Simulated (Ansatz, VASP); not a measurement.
ZnSe in VASP and in Ansatz

```xyz
4
Lattice="4.0878 0.0000 0.0000 0.0000 4.0878 0.0000 0.0000 0.0000 5.6134" Properties=species:S:1:pos:R:3 pbc="T T T"
Zn    0.0000    0.0000    0.0000
Zn    2.0439    2.0439    0.0000
Se    0.0000    2.0439    1.4038
Se    2.0439    0.0000    4.2096
```

Alike in both runs: task single point; functional PBEsol; k mesh 8 × 8 × 6; occupations gaussian, width 0.05 eV; no spin polarisation.

```csv
,VASP,Ansatz
version,VASP 6.6.1,Ansatz 0.2.0
potentials or method,"VASP PAW PBE potentials, release 64 (Zn, Se), cutoff 520 eV","scalar-relativistic, plane waves, PAW"
valence electrons in the cell,36,56
```

Ansatz gave:

| Quantity | Value |
| --- | --- |
| gap on the k mesh at the Fermi level (eV) | 1.45 |
| least direct gap on the mesh (eV) | 1.45 |
| pressure (GPa) | 0.8 |
| traceless stress, the component that is largest in VASP (GPa) | 1.17 |
| rms of the force components (eV/Å) | 0.208 |

Task: What did VASP give for the same quantities?

Result: gap on the k mesh at the Fermi level (eV): 1.44; least direct gap on the mesh (eV): 1.44; pressure (GPa): 1.1; traceless stress, the component that is largest in VASP (GPa): 1.16; rms of the force components (eV/Å): 0.231.

VASP's potentials were made for PBE, not for PBEsol, and Ansatz warns of the same on its side. Atom by atom the forces differ by 0.023 eV/Å (rms over components). VASP's potentials hold 36 valence electrons a cell and Ansatz's 56, so a difference there can come from the potentials and not from the codes.
